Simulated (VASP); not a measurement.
# La16HO24 (a cell with a defect) in VASP: further runs, part 2 of 2

VASP 6.6.1. The steps go on from the part before.

## (3) Single point, PBE

The input, INCAR:

```
ALGO = Normal
EDIFF = 1E-6
ENCUT = 520
GGA = PE
ISIF = 2
ISMEAR = -1
LASPH = T
LCHARG = F
LREAL = Auto
LWAVE = F
NBANDS = 186
NELECT = 322.0
NELM = 60
PREC = Accurate
SIGMA = 0.01
```

The input, KPOINTS:

```
Automatic mesh
0
Gamma
  1 1 1
  0.25 0.25 0.25
```

The input, POSCAR:

```
La16HO24
1.0
    7.8811453700     -0.0000000600      0.0000000000
   -3.9405726400      6.8252721300      0.0000000000
    0.0000000000      0.0000000000     12.3757188400
La O H
16 24 1
Direct
    0.3378405822      0.1739152663      0.3718994476
    0.1739059951      0.3375688129      0.1281016497
    0.3332093505      0.1620077557      0.8753030947
    0.1622554205      0.3326660046      0.6248252809
    0.3401057368      0.6592330584      0.3717320230
    0.1665986171      0.8325619699      0.1187703938
    0.3333420753      0.6659423879      0.8755103554
    0.1651125669      0.8341156076      0.6186329133
    0.8329001563      0.1663801865      0.3812753070
    0.6592987970      0.3396878535      0.1282650342
    0.8345734604      0.1648810522      0.8814826145
    0.6662134035      0.3329796961      0.6245826283
    0.8254824212      0.6613302684      0.3718930641
    0.6615262120      0.8249631564      0.1281245171
    0.8373347562      0.6662815729      0.8753138416
    0.6663426316      0.8369075886      0.6247983733
    0.3249278014      0.1508821919      0.1755509339
    0.1511550474      0.3248172332      0.3243948939
    0.0031814552     -0.0040591788     -0.0068575411
    0.3339595002      0.1657412332      0.6762771608
    0.1661150511      0.3336032566      0.8238731125
   -0.0034913253      0.0032359149      0.5069134231
    0.3270289113      0.6720757696      0.1754117097
    0.1659410771      0.8332823808      0.3311950645
    0.0037938035      0.5056999830     -0.0063425811
    0.3342001776      0.6650262339      0.6765777494
    0.1659952944      0.8332119074      0.8185443715
   -0.0040835112      0.4931705192      0.5064007256
    0.8333511966      0.1655566296      0.1687996493
    0.6724660045      0.3268599402      0.3246491822
    0.4933694262     -0.0042483244     -0.0063515502
    0.8334707685      0.1656681270      0.6815431983
    0.6654617667      0.3339859564      0.8235588681
    0.5059115611      0.0030212759      0.5064887205
    0.8482559417      0.6740475637      0.1755110170
    0.6744679445      0.8480287570      0.3245295931
    0.5007289434      0.4987949147      0.0027995950
    0.8334562488      0.6653570676      0.6761763182
    0.6656950962      0.8332095676      0.8238735973
    0.4987521900      0.5000335466      0.4972195215
   -0.5003549442     -0.5005876638      0.2500535961
```

Potentials or basis: VASP PAW PBE potentials, release 64 (La, O, H).

The run is started by

```
cat potpaw_PBE.64/La/POTCAR potpaw_PBE.64/O/POTCAR potpaw_PBE.64/H/POTCAR > POTCAR
mpirun -np 1 vasp_std > vasp.out
```

Wall time 52 min (1 thread of Intel Xeon Platinum 8259CL at 2.50GHz (Skylake/Cascade Lake), shared host); peak memory 1 GiB.

The run converged. Its results:

```yaml
Free_energy: -329.5764 eV
Largest_force: 0.149 eV/Å
```

Forces on the atoms (eV/Å):
```
La  -0.108  0.066 -0.016
La   0.114 -0.063  0.018
La  -0.129  0.067 -0.009
La   0.123 -0.075  0.004
La  -0.093  0.048 -0.013
La   0.032 -0.016  0.020
La  -0.123  0.071 -0.027
La   0.119 -0.068  0.017
La  -0.030  0.017 -0.018
La   0.093 -0.054  0.021
La  -0.122  0.066 -0.022
La   0.125 -0.069  0.026
La  -0.115  0.060 -0.015
La   0.110 -0.062  0.019
La  -0.125  0.072 -0.013
La   0.131 -0.065  0.008
O   -0.010  0.066 -0.005
O    0.056  0.022  0.007
O   -0.022  0.012 -0.003
O   -0.126  0.073 -0.005
O    0.127 -0.073  0.005
O    0.021 -0.013  0.004
O   -0.127  0.078  0.006
O    0.125 -0.073  0.008
O   -0.011  0.007  0.000
O   -0.124  0.068 -0.011
O    0.125 -0.068 -0.001
O    0.008 -0.008  0.000
O   -0.122  0.072 -0.008
O    0.126 -0.077 -0.009
O   -0.009  0.003 -0.001
O   -0.120  0.072  0.003
O    0.124 -0.073  0.013
O    0.010 -0.002 -0.005
O   -0.061 -0.019 -0.002
O    0.012 -0.064  0.002
O   -0.010  0.004  0.000
O   -0.127  0.072 -0.005
O    0.124 -0.071  0.005
O    0.007 -0.003  0.003
H    0.003  0.002 -0.001
```

Levels at points of the mesh, in eV from the Fermi level:
| k point | band 157 | band 158 | band 159 | band 160 | band 161 | band 162 | band 163 | band 164 | band 165 | band 166 |
| --- | --- | --- | --- | --- | --- | --- | --- | --- | --- | --- |
| (0.25, 0.25, 0.25) | -1.29 | -1.26 | -1.24 | -1.21 | -0.32 | 2.92 | 2.98 | 3.08 | 3.14 | 3.18 |

Caveat: the cell carries a net charge on a neutralising background, which shifts energy and pressure; the cell is charged against a uniform background, so pressure and absolute levels hang on convention; spin-orbit coupling is left out, which moves the levels of the heavy elements.

## (4) Single point, LDA, collinear spin

The input, INCAR:

```
SYSTEM = La16HO24
PREC = Accurate
ENCUT = 520
EDIFF = 1E-6
ISMEAR = -1
SIGMA = 0.01
LREAL = Auto
LASPH = .TRUE.
NELM = 200
ALGO = Normal
ISIF = 2
LWAVE = .FALSE.
LCHARG = .FALSE.
ISPIN = 2
MAGMOM = 0 0 0 0 0.01 0 0 0 0 0.01 0 0 0 0 0 0 0.07 0.07 0.01 0 0 0.01 0 0.07 0 0 0 0 0.07 0 0 0 0 0 0.07 0.07 0 0 0 0 0.53
LORBIT = 11
NUPDOWN = 1.0
LMAXMIX = 6
NBANDS = 190
GGA_COMPAT = .FALSE.
```

KPOINTS is that of step 3.

The input, POSCAR:

```
La16HO24
1.0
    7.8811453700     -0.0000000600      0.0000000000
   -3.9405726400      6.8252721300      0.0000000000
    0.0000000000      0.0000000000     12.3757188400
La O H
16 24 1
Direct
    0.3332472500      0.1648239500      0.3754157300
    0.1641668700      0.3334209600      0.1237081000
    0.3347549300      0.1657691800      0.8757944500
    0.1652609600      0.3349152600      0.6234684800
    0.3346647000      0.6656053200      0.3772480000
    0.1648967100      0.8354483900      0.1236188600
    0.3346773200      0.6654080700      0.8766307400
    0.1650413900      0.8348960600      0.6235311300
    0.8349316400      0.1652245100      0.3755120600
    0.6649590700      0.3346797300      0.1218809000
    0.8348100200      0.1657806600      0.8758083600
    0.6651398500      0.3350101700      0.6226796500
    0.8353934500      0.6668152100      0.3753785400
    0.6663544800      0.8356132700      0.1237123900
    0.8342836900      0.6653324800      0.8757877700
    0.6648656200      0.8346834700      0.6235483900
    0.3381878000      0.1683316000      0.1755476500
    0.1678278000      0.3386342300      0.3235635600
   -0.0000940000      0.0010695700     -0.0002224600
    0.3340876800      0.1661406400      0.6765391300
    0.1658999900      0.3343312200      0.8223780000
    0.0007195500      0.0000230200      0.4992680000
    0.3344410800      0.6659101400      0.1756818400
    0.1683734300      0.8318785800      0.3230153000
    0.0003803800      0.4995074600     -0.0009585700
    0.3340099400      0.6662444800      0.6764180700
    0.1657662500      0.8343937400      0.8230007000
   -0.0004759100      0.5006743800      0.4998731100
    0.8313596000      0.1685034300      0.1759278900
    0.6656781200      0.3347620300      0.3231934900
    0.4999711800      0.0000466000     -0.0007572300
    0.8339894100      0.1661262900      0.6760760800
    0.6660357600      0.3343868100      0.8226924700
    0.4996820900      0.0006102300      0.4996733800
    0.8319051100      0.6619253000      0.1752370200
    0.6617482800      0.8323307900      0.3234798700
    0.4996934500      0.5001369500     -0.0014691400
    0.8338724100      0.6662173200      0.6766043400
    0.6659922000      0.8345445800      0.8226963200
    0.5000703000      0.5001630400      0.5001091400
   -0.0010944100     -0.0005052800      0.2496255100
```

Potentials or basis: VASP PAW LDA potentials, release 64 (La, O, H).

The run is started by

```
cat potpaw_LDA.64/La/POTCAR potpaw_LDA.64/O/POTCAR potpaw_LDA.64/H/POTCAR > POTCAR
mpirun -np 1 vasp_std > vasp.out
```

Wall time 1.6 h (1 thread of Intel Xeon 8259CL, shared host); peak memory 1.2 GiB.

The run converged. Its results:

| Quantity | Value |
| --- | --- |
| Free energy | -368.1889 eV |
| Pressure | -8.2 GPa |
| Largest force | 0.239 eV/Å |
| Net moment | 1.00 μB per cell |
| Site moments | La +0.00, +0.02 (each value once); O +0.06, +0.01, +0.00 (each value once); H +0.23 μB |
| Valence electrons inside the program's atomic spheres | La 8.59, 8.60, 8.62 (each value once); O 4.99, 4.89 (each value once); H 0.42 |

Forces in eV/Å, atoms in the order of the input:
```
La  -0.133  0.061 -0.184
La   0.124 -0.079  0.186
La  -0.114  0.075 -0.186
La   0.128 -0.056  0.172
La  -0.128  0.076 -0.187
La   0.098 -0.056  0.186
La  -0.125  0.069 -0.182
La   0.130 -0.071  0.173
La  -0.098  0.055 -0.189
La   0.133 -0.064  0.183
La  -0.127  0.074 -0.189
La   0.119 -0.067  0.165
La  -0.119  0.089 -0.188
La   0.142 -0.057  0.184
La  -0.117  0.067 -0.184
La   0.121 -0.069  0.171
O   -0.128  0.049  0.022
O    0.108 -0.084 -0.024
O    0.002 -0.003  0.008
O   -0.129  0.069  0.019
O    0.119 -0.075 -0.004
O   -0.005 -0.001 -0.001
O   -0.137  0.072  0.017
O    0.109 -0.068 -0.013
O   -0.008  0.003  0.000
O   -0.125  0.069  0.021
O    0.119 -0.077 -0.018
O    0.008 -0.001  0.002
O   -0.118  0.068  0.013
O    0.127 -0.081 -0.014
O    0.000  0.005  0.003
O   -0.119  0.067  0.024
O    0.120 -0.075 -0.013
O    0.006 -0.008  0.007
O   -0.108  0.080  0.026
O    0.120 -0.058 -0.019
O    0.006 -0.001  0.002
O   -0.123  0.073  0.020
O    0.122 -0.078 -0.013
O   -0.005  0.005  0.004
H    0.003  0.004 -0.001
```

Stress tensor (GPa, compression positive):
```
-8.60  0.46 -0.34
 0.46 -8.08  0.19
-0.34  0.19 -7.90
```

Caveat: the k points lie up to 0.46 Å⁻¹ apart; spin-orbit coupling is left out, which moves the levels of the heavy elements; the total moment is fixed, so each spin has its own Fermi level and the state may be an excited one.
